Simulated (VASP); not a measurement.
Input of a VASP 6.6.1 run:

The input INCAR:

```
SYSTEM = Fe
PREC     = Accurate       ! precision mode
ENCUT    = 520            ! plane-wave cutoff, eV
EDIFF    = 1E-7           ! SCF threshold, eV
ISMEAR   = 0              ! smearing method
SIGMA    = 0.05           ! smearing width, eV
LREAL    = .FALSE.        ! projectors in reciprocal space
LASPH    = .TRUE.         ! aspherical terms in the spheres
NELM     = 150            ! most SCF steps
ALGO     = Fast           ! electronic algorithm
ISIF     = 2              ! what is computed and relaxed
LWAVE    = .FALSE.        ! write WAVECAR
LCHARG   = .FALSE.        ! write CHGCAR
ISPIN    = 2              ! spin polarisation
MAGMOM   = 2.4            ! initial moments
LORBIT   = 11             ! projections on sites
LMAXMIX  = 4              ! l up to which the mixer works
GGA      = PE             ! functional
NBANDS   = 14             ! bands
```

File KPOINTS:

```
Automatic mesh
0
G
  22 22 22
  0 0 0
```

The input POSCAR:

```
Fe
1.0
   -1.3964612888      1.3964612888      1.3964612888
    1.3964612888     -1.3964612888      1.3964612888
    1.3964612888      1.3964612888     -1.3964612888
Fe
1
Direct
    0.0000000000      0.0000000000      0.0000000000
```

Potentials or basis: VASP PAW PBE potentials, release 64 (Fe).

The run is started by

```sh
$ cat potpaw_PBE.64/Fe/POTCAR > POTCAR
$ mpirun -np 1 vasp_std > vasp.out
```

(1) Predict the pressure.

(2) Predict the net moment.

(3) Predict the site moments.

## Answers

(1) 8.9 GPa.

(2) 2.14 μB per cell.

(3) Fe +2.13 μB.

Caveat: the cell stands under pressure.
